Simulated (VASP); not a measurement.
Here is a VASP 6.6.1 calculation.

The input INCAR:

```
SYSTEM = Mg2O
PREC     = Accurate       ! precision mode
ENCUT    = 600            ! plane-wave cutoff, eV
EDIFF    = 1E-6           ! SCF threshold, eV
ISMEAR   = 0              ! smearing method
SIGMA    = 0.1            ! smearing width, eV
LREAL    = .False.        ! projectors in reciprocal space
LASPH    = .True.         ! aspherical terms in the spheres
NELM     = 60             ! most SCF steps
ALGO     = Normal         ! electronic algorithm
ISIF     = 3              ! what is computed and relaxed
LWAVE    = .False.        ! write WAVECAR
LCHARG   = .False.        ! write CHGCAR
GGA      = PE             ! functional
IBRION   = 2              ! ionic algorithm
NSW      = 90             ! ionic steps
EDIFFG   = -0.04          ! ionic threshold
```

File KPOINTS:

```
Automatic mesh
0
Gamma
  8 6 4
  0 0 0
```

File POSCAR:

```
Mg2O
1.0
    2.0367538100      0.0000000000      0.0000000000
    0.0000000000      3.4252436300      0.0000000000
    0.0000000000      0.0000000000      4.1531616300
Mg O
2 1
Direct
    0.0000000000      0.0000000000      0.7441455200
    0.0000000000      0.5000000000      0.0000000000
    0.0000000000      0.0000000000      0.2558544800
```

Potentials or basis: VASP PAW PBE potentials, release 64 (Mg, O).

The run is started by

```console
$ cat potpaw_PBE.64/Mg/POTCAR potpaw_PBE.64/O/POTCAR > POTCAR
$ mpirun -np 1 vasp_std > vasp.out
```

**Question.** What does it give for the relaxed volume?

**Answer.** 17.23 Å³/atom.

**Question.** Predict the band gap on the k mesh.

**Answer.** Zero (band 5 reaches 4.43 eV, above the bottom of band 6 at 1.51 eV).

Final structure:
```
Mg O
1.0
     2.98210    0.00000    0.00000
     0.00000    3.24022    0.00000
     0.00000    0.00000    5.34958
Mg O
2 1
Cartesian
  0.0000 0.0000 3.3602
  0.0000 1.6201 0.5083
  0.0000 0.0000 1.4810
```

Caveat: the k points lie up to 0.32 Å⁻¹ apart in the final cell; the volume moved by over 15 % at a fixed basis, so the end points are rough.
